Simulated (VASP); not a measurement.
# Sb in VASP: notebook

The runs below take Sb through single point, with PBE.

All numbers are computed with VASP 6.6.1; they aren't measurements. Logs are shortened: lines on timing, memory, paths and dates and some standing lists are left out, and cuts for length are marked.

### Step 1. The cell of the first run

The cell holds a slab with vacuum, 4 atoms: a = 3.389 Å, b = 3.389 Å, c = 24.301 Å, α = 90.00°, β = 90.00°, γ = 120.00°.

### Step 2. Single point, PBE

Contents of INCAR:

```
SYSTEM = Sb
  ALGO = Normal
  DIPOL = 0.5 0.5 0.500
  EDIFF = 1E-7
  ENCUT = 520
  GGA = PE
  IDIPOL = 3
  ISIF = 2
  ISMEAR = -1
  LASPH = .TRUE.
  LCHARG = .TRUE.
  LDIPOL = .TRUE.
  LELF = .TRUE.
  LREAL = .FALSE.
  LVACPOTAV = .TRUE.
  LVHAR = .TRUE.
  LWAVE = .FALSE.
  NBANDS = 18
  NELM = 100
  PREC = Accurate
  SIGMA = 0.1
```

Contents of KPOINTS:

```
k-points
0
G
  11 11 1
  0 0 0
```

Contents of POSCAR:

```
Sb
1.0
    3.3888387676      0.0000000000      0.0000000000
   -1.6944193838      2.9348204621      0.0000000000
    0.0000000000      0.0000000000     24.3009000000
Sb
4
Direct
    0.0000000000      0.0000000000      0.3306211823
    0.3333333333      0.6666666667      0.4318175368
    0.6666666667      0.3333333333      0.5681823464
    0.0000000000      0.0000000000      0.6693789339
```

Potentials or basis: VASP PAW PBE potentials, release 64 (Sb).

Launch:

```
> cat potpaw_PBE.64/Sb/POTCAR > POTCAR
> mpirun -np 1 vasp_std > vasp.out
```

OUTCAR:

```text
SYSTEM = Sb
   EDIFF = 1E-7
   ENCUT = 520
   GGA = PE
   ISIF = 2
   ISMEAR = -1
   LASPH = .TRUE.
   LREAL = .FALSE.
   NELM = 100
   PREC = Accurate

 ion  position               nearest neighbor table
   1  0.000  0.000  0.331-   2 3.14   2 3.14   2 3.14
   2  0.333  0.667  0.432-   1 3.14   1 3.14   1 3.14
   3  0.667  0.333  0.568-   4 3.14   4 3.14   4 3.14
   4  0.000  0.000  0.669-   3 3.14   3 3.14   3 3.14

  LATTYP: Found a hexagonal cell.
 ALAT       =     3.3888387676
 C/A-ratio  =     7.1708634333

  Lattice vectors:

 A1 = (   3.3888387676,   0.0000000000,   0.0000000000)
 A2 = (  -1.6944193838,   2.9348204621,   0.0000000000)
 A3 = (   0.0000000000,   0.0000000000,  24.3009000000)

Analysis of symmetry for initial positions (statically):
=====================================================================
 Subroutine PRICEL returns:
 Original cell was already a primitive cell.

 Routine SETGRP: Setting up the symmetry group for a
 hexagonal supercell.

 Subroutine GETGRP returns: Found 12 space group operations
 (whereof 12 operations were pure point group operations)
 out of a pool of 24 trial point group operations.

The static configuration has the point symmetry D_3d.

Analysis of symmetry for dynamics (positions and initial velocities):
=====================================================================
 Subroutine PRICEL returns:
 Original cell was already a primitive cell.

 Routine SETGRP: Setting up the symmetry group for a
 hexagonal supercell.

 Subroutine GETGRP returns: Found 12 space group operations
 (whereof 12 operations were pure point group operations)
 out of a pool of 24 trial point group operations.

The dynamic configuration has the point symmetry D_3d.

 Subroutine INISYM returns: Found 12 space group operations
 (whereof 12 operations are pure point group operations),
 and found     1 'primitive' translations

----------------------------------------------------------------------------------------

                                     Primitive cell

  volume of cell :     241.6878

  direct lattice vectors                    reciprocal lattice vectors
     3.388838768  0.000000000  0.000000000     0.295086332  0.170368173  0.000000000
    -1.694419384  2.934820462  0.000000000     0.000000000  0.340736346  0.000000000
     0.000000000  0.000000000 24.300900000     0.000000000  0.000000000  0.041150739

  length of vectors
     3.388838768  3.388838768 24.300900000     0.340736346  0.340736346  0.041150739
[... 82 lines left out ...]
   ISIF   =      2    stress and relaxation
   ISYM   =      2    0-nonsym 1-usesym 2-fastsym
   POTIM  = 0.5000    time-step for ionic-motion
   TEBEG  =    0.0;   TEEND  =   0.0 temperature during run
   PSTRESS=    0.0 pullay stress
   NELECT =      20.0000    total number of electrons
   NUPDOWN=      -1.0000    fix difference up-down
   EMIN   =  10.00;   EMAX   =-10.00  energy-range for DOS
   EFERMI =   0.00;   METHOD = LEGACY
   ISMEAR =    -1;   SIGMA  =   0.10  broadening in eV -4-tet -1-fermi 0-gaus
   EFERMI_NEDOS =   21; number of points for ismear=-14 and -15
   IALGO  =     38    algorithm
   IMIX   =      4    mixing-type and parameters
     AMIX     =   0.40;   BMIX     =  1.00
     AMIX_MAG =   1.60;   BMIX_MAG =  1.00
  volume/ion in A,a.u.               =      60.42       407.75
  Fermi-wavevector in a.u.,A,eV,Ry     =   0.713400  1.348131  6.924547  0.508940
  Thomas-Fermi vector in A             =   1.801028
   LORBIT       =      0    0 simple, 1 ext, 2 COOP (PROOUT), +10 PAW based schemes
   GGA     = PE    functional components
   LHFCALC =     F    Hartree Fock is set to
   AEXX    =    0.0000 exact exchange contribution
   IVDW    =     0    specifies the selected vdW correction
   LEPSILON=     F    determine dielectric tensor
   LRPA    =     F    only Hartree local field effects (RPA)
 non-spin polarized calculation
  energy-cutoff  :      520.00
  volume of cell :      241.69
 maximum number of plane-waves:      6535
 NGX is ok and might be reduce to    28
   NGX = 13   NGY = 13   NGZ = 91

 dipolmoment           0.000000      0.000000     -0.000000 electrons x Angstroem

 number of electron      20.0000000 magnetization

 dipolmoment           0.000000      0.000000      0.000000 electrons x Angstroem

 Free energy of the ion-electron system (eV)
  ---------------------------------------------------
  ext. energy  EPLUGINS =         0.00000000
  ---------------------------------------------------
  free energy    TOTEN  =       -15.09352411 eV

  energy without entropy =      -14.99907145  energy(sigma->0) =      -15.04629778

 E-fermi :   1.6356     XC(G=0):  -5.1888

 val. band max:        1.5671841387   @ k =   0.3636   0.0909   0.0000
 cond. band min:       1.7161088546   @ k =   0.2727   0.1818   0.0000
 fundamental gap:      0.1489247158
 Fermi energy:         1.6355972349

 k-point     1 :       0.0000    0.0000    0.0000
  band No.  band energies     occupation
      1     -11.1427      2.00000
      2     -10.9400      2.00000
      3      -8.5749      2.00000
      4      -7.9470      2.00000
      5      -3.0259      2.00000
      6      -1.5057      2.00000
[... 313 lines left out ...]
      5      -2.7601      2.00000
      6      -2.4257      2.00000
[... 10 lines left out ...]
     17       6.7993      0.00000
     18       7.4220      0.00000

------------------------ aborting loop because EDIFF is reached ----------------------------------------

  FORCE on cell =-STRESS in cart. coord.  units (eV):
  Direction    XX          YY          ZZ          XY          YZ          ZX
  --------------------------------------------------------------------------------------
  -------------------------------------------------------------------------------------
  Total        0.1415866      0.1415866     -0.0435691      0.0000000      0.0000000      0.0000000
  in kB        0.9385944      0.9385944     -0.2888245      0.0000000      0.0000000      0.0000000
  external PRESSURE =       0.5294548 kB  Pullay stress =       0.0000000 kB

 VOLUME and BASIS-vectors are now :
 -----------------------------------------------------------------------------
  energy-cutoff  :      520.00
  volume of cell :      241.69
      direct lattice vectors                 reciprocal lattice vectors
     3.388838768  0.000000000  0.000000000     0.295086332  0.170368173  0.000000000
    -1.694419384  2.934820462  0.000000000     0.000000000  0.340736346  0.000000000
     0.000000000  0.000000000 24.300900000     0.000000000  0.000000000  0.041150739

 POSITION                                       TOTAL-FORCE (eV/Angst)
 -----------------------------------------------------------------------------------
      0.00000      0.00000      8.03439        -0.000000      0.000000      0.003196
     -0.00000      1.95655     10.49355        -0.000000      0.000000      0.003503
      1.69442      0.97827     13.80734         0.000000      0.000000     -0.003503
      0.00000      0.00000     16.26651        -0.000000     -0.000000     -0.003196
 -----------------------------------------------------------------------------------
    total drift:                                0.000000     -0.000000      0.000013

  FREE ENERGIE OF THE ION-ELECTRON SYSTEM (eV)
  ---------------------------------------------------
  free  energy   TOTEN  =       -15.0935241059 eV

  energy  without entropy=      -14.9990714507  energy(sigma->0) =      -15.04629778

 vacuum level on the upper side and lower side of the slab         5.573         5.573
```

stdout:

```text
POSCAR found type information on POSCAR Sb
 POSCAR found :  1 types and       4 ions
 scaLAPACK will be used
 LDA part: xc-table for (Slater+PW92), standard interpolation
 POSCAR, INCAR and KPOINTS ok, starting setup
 FFT: planning ... GRIDC
 FFT: planning ... GRID_SOFT
 FFT: planning ... GRID
 WAVECAR not read
 entering main loop
 -----------------------------------------------------------------------------
|                                                                             |
|           W    W    AA    RRRRR   N    N  II  N    N   GGGG   !!!           |
|           W    W   A  A   R    R  NN   N  II  NN   N  G    G  !!!           |
|           W    W  A    A  R    R  N N  N  II  N N  N  G       !!!           |
|           W WW W  AAAAAA  RRRRR   N  N N  II  N  N N  G  GGG   !            |
|           WW  WW  A    A  R   R   N   NN  II  N   NN  G    G                |
|           W    W  A    A  R    R  N    N  II  N    N   GGGG   !!!           |
|                                                                             |
|     Did not find any points to average over, which means that no vacuum     |
|     field-free region was found. Please increase the size of  your cell     |
|     in the dimension of the dipole correction to obtain accurate            |
|     workfunction values.                                                    |
|                                                                             |
 -----------------------------------------------------------------------------
```

Run time: 84 s. Hardware: 1 thread of Intel Xeon Platinum 8488C (Sapphire Rapids), shared host; peak memory 0.38 GiB.

Results:

| Item | Value |
| --- | --- |
| Free energy | -15.0935 eV |
| Largest force | 0.004 eV/Å |
| Band gap on the k mesh | zero (band 10 reaches 5.09 eV, above the bottom of band 11 at -0.03 eV) |

Forces in eV/Å, atoms in the order of the input:
```
Sb   0.000  0.000  0.003
Sb   0.000  0.000  0.004
Sb   0.000  0.000 -0.004
Sb   0.000  0.000 -0.003
```

Caveat: spin-orbit coupling is left out, which moves the levels of the heavy elements.

### Step 3. Single point, PBE

Contents of INCAR:

```
SYSTEM = Sb
ALGO = Normal ; DIPOL = 0.5 0.5 0.500
EDIFF = 1E-6 ; EFIELD = -0.2
ENCUT = 520 ; GGA = PE
IDIPOL = 3 ; ISIF = 2
ISMEAR = -1 ; LASPH = .TRUE.
LCHARG = .FALSE. ; LDIPOL = .TRUE.
LREAL = .FALSE. ; LWAVE = .FALSE.
NBANDS = 18 ; NELM = 80
PREC = Accurate ; SIGMA = 0.1
```

KPOINTS is that of step 2.

POSCAR is that of step 2.

Potentials or basis: VASP PAW PBE potentials, release 64 (Sb).

Launch:

```
> cat potpaw_PBE.64/Sb/POTCAR > POTCAR
> mpirun -np 1 vasp_std > vasp.out
```

OUTCAR:

```text
SYSTEM = Sb
   EDIFF = 1E-6
   ENCUT = 520
   GGA = PE
   ISIF = 2
   ISMEAR = -1
   LASPH = .TRUE.
   LREAL = .FALSE.
   NELM = 80
   PREC = Accurate

 ion  position               nearest neighbor table
   1  0.000  0.000  0.331-   2 3.14   2 3.14   2 3.14
   2  0.333  0.667  0.432-   1 3.14   1 3.14   1 3.14
   3  0.667  0.333  0.568-   4 3.14   4 3.14   4 3.14
   4  0.000  0.000  0.669-   3 3.14   3 3.14   3 3.14

  LATTYP: Found a hexagonal cell.
 ALAT       =     3.3888387676
 C/A-ratio  =     7.1708634333

  Lattice vectors:

 A1 = (   3.3888387676,   0.0000000000,   0.0000000000)
 A2 = (  -1.6944193838,   2.9348204621,   0.0000000000)
 A3 = (   0.0000000000,   0.0000000000,  24.3009000000)

Analysis of symmetry for initial positions (statically):
=====================================================================
 Subroutine PRICEL returns:
 Original cell was already a primitive cell.

 Routine SETGRP: Setting up the symmetry group for a
 hexagonal supercell.

 Subroutine GETGRP returns: Found 12 space group operations
 (whereof 12 operations were pure point group operations)
[... 167 lines left out ...]
 Fermi energy:         1.6336068182

 k-point     1 :       0.0000    0.0000    0.0000
  band No.  band energies     occupation
      1     -11.1447      2.00000
      2     -10.9420      2.00000
      3      -8.5769      2.00000
      4      -7.9489      2.00000
      5      -3.0280      2.00000
      6      -1.5077      2.00000
[... 313 lines left out ...]
      5      -2.7622      2.00000
      6      -2.4276      2.00000
[... 10 lines left out ...]
     17       6.7944      0.00000
     18       7.4199      0.00000

------------------------ aborting loop because EDIFF is reached ----------------------------------------

 vacuum level on the upper side and lower side of the slab       (xc-potential included)         1.189        -1.400

  FORCE on cell =-STRESS in cart. coord.  units (eV):
  Direction    XX          YY          ZZ          XY          YZ          ZX
  --------------------------------------------------------------------------------------
  -------------------------------------------------------------------------------------
  Total        0.1481337      0.1481337     -0.0535938      0.0000000      0.0000000      0.0000000
  in kB        0.9819961      0.9819961     -0.3552794      0.0000000      0.0000000      0.0000000
  external PRESSURE =       0.5362376 kB  Pullay stress =       0.0000000 kB

 VOLUME and BASIS-vectors are now :
 -----------------------------------------------------------------------------
  energy-cutoff  :      520.00
  volume of cell :      241.69
      direct lattice vectors                 reciprocal lattice vectors
     3.388838768  0.000000000  0.000000000     0.295086332  0.170368173  0.000000000
    -1.694419384  2.934820462  0.000000000     0.000000000  0.340736346  0.000000000
     0.000000000  0.000000000 24.300900000     0.000000000  0.000000000  0.041150739

 POSITION                                       TOTAL-FORCE (eV/Angst)
 -----------------------------------------------------------------------------------
      0.00000      0.00000      8.03439        -0.000000      0.000000      0.001811
     -0.00000      1.95655     10.49355        -0.000000     -0.000000      0.003933
      1.69442      0.97827     13.80734         0.000000     -0.000000     -0.003670
      0.00000      0.00000     16.26651         0.000000      0.000000     -0.002075
 -----------------------------------------------------------------------------------
    total drift:                               -0.000000      0.000000      0.000000

  FREE ENERGIE OF THE ION-ELECTRON SYSTEM (eV)
  ---------------------------------------------------
  free  energy   TOTEN  =       -15.1060088937 eV

  energy  without entropy=      -15.0115097658  energy(sigma->0) =      -15.05875933

 vacuum level on the upper side and lower side of the slab         6.809         4.290
```

stdout:

```text
POSCAR found type information on POSCAR Sb
 POSCAR found :  1 types and       4 ions
 scaLAPACK will be used
 LDA part: xc-table for (Slater+PW92), standard interpolation
 POSCAR, INCAR and KPOINTS ok, starting setup
 FFT: planning ... GRIDC
 FFT: planning ... GRID_SOFT
 FFT: planning ... GRID
 WAVECAR not read
 entering main loop
```

Run time: 2 min. Hardware: 1 thread of Intel Xeon Platinum 8488C (Sapphire Rapids), shared host; peak memory 0.38 GiB.

Results:

- Free energy: -15.1060 eV
- Largest force: 0.004 eV/Å
- Band gap on the k mesh: zero (band 10 reaches 5.09 eV, above the bottom of band 11 at -0.03 eV)

Forces on the atoms (eV/Å):
```
Sb   0.000  0.000  0.002
Sb   0.000  0.000  0.004
Sb   0.000  0.000 -0.004
Sb   0.000  0.000 -0.002
```

Caveat: spin-orbit coupling is left out, which moves the levels of the heavy elements.
